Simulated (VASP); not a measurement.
Wanted: the native input for a VASP 6.6.1 run.

* Task: single point
* Functional: PBE
* Potentials or basis: VASP PAW PBE potentials, release 64 (Ge_d)
* Cutoff: 520 eV
* k mesh: 6 × 6 × 6
* Occupations: gaussian, width 0.1 eV
* Spin: no spin polarisation
* Dipole correction: no
* Further INCAR settings: ALGO = Normal; EDIFF = 1e-06; NBANDS = 28

The structure of Ge lies in POSCAR:

```
Ge
1.0
    1.5782840047      0.9112226950      6.9938072148
   -1.5782840047      0.9112226950      6.9938072148
    0.0000000000     -1.8224453900      6.9938072148
Ge
3
Direct
    0.0000000000      0.0000000000      0.0000000000
    0.2319679389      0.2319679389      0.2319679389
    0.7680320611      0.7680320611      0.7680320611
```

The input as run:

INCAR

```
SYSTEM = Ge
PREC     = Accurate       ! precision mode
ENCUT    = 520            ! plane-wave cutoff, eV
EDIFF    = 1E-6           ! SCF threshold, eV
ISMEAR   = 0              ! smearing method
SIGMA    = 0.1            ! smearing width, eV
LREAL    = .FALSE.        ! projectors in reciprocal space
LASPH    = .TRUE.         ! aspherical terms in the spheres
NELM     = 100            ! most SCF steps
ALGO     = Normal         ! electronic algorithm
ISIF     = 2              ! what is computed and relaxed
LWAVE    = .FALSE.        ! write WAVECAR
LCHARG   = .FALSE.        ! write CHGCAR
GGA      = PE             ! functional
NBANDS   = 28             ! bands
```

KPOINTS

```
regular mesh
0
G
  6 6 6
  0 0 0
```

Potentials or basis: VASP PAW PBE potentials, release 64 (Ge_d).

Launch:

```sh
$ cat potpaw_PBE.64/Ge_d/POTCAR > POTCAR
$ mpirun -np 1 vasp_std > vasp.out
```

It gave:

| Property | Result |
| --- | --- |
| Pressure | -0.1 GPa |
| Largest force | 0.012 eV/Å |
| Band gap on the k mesh | zero (bands 21 and 22 overlap by 6.75 eV) |

Caveat: the k points lie up to 0.39 Å⁻¹ apart, too coarse for converged energies and pressures of a metal.

Wall time 3.8 min on 1 thread of Intel(R) Xeon(R) Platinum 8259CL CPU @ 2.50GHz (Skylake/Cascade Lake) (shared host), peak memory 0.38 GiB.
